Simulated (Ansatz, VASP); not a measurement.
## Al3Pd in VASP and in Ansatz

```
Al Pd
1.0
     3.94691    0.00000    0.00000
     0.00000    3.94691    0.00000
     0.00000    0.00000    3.94691
Al Pd
3 1
Cartesian
  0.0000 1.9735 1.9735
  1.9735 0.0000 1.9735
  1.9735 1.9735 0.0000
  0.0000 0.0000 0.0000
```

Alike in both runs: task single point; functional PBE; k mesh 10 × 10 × 10; occupations methfessel-paxton of order 1, width 0.02 eV; no spin polarisation.

```csv
,VASP,Ansatz
version,VASP 6.6.1,Ansatz 0.2.0
potentials or method,"VASP PAW PBE potentials, release 64 (Al, Pd), cutoff 500 eV","scalar-relativistic, plane waves, PAW"
valence electrons in the cell,19,27
```

```csv
,VASP,Ansatz,Ansatz less VASP
gap on the k mesh at the Fermi level (eV),none,none,-
pressure (GPa),1.2,1.2,+0.02
```

A gap of «none» marks a metal or a gap that the smearing closes. The functional is the same, so the differences come from potentials, cutoffs and numerics. VASP's potentials hold 19 valence electrons a cell and Ansatz's 27, so a difference there can come from the potentials and not from the codes.
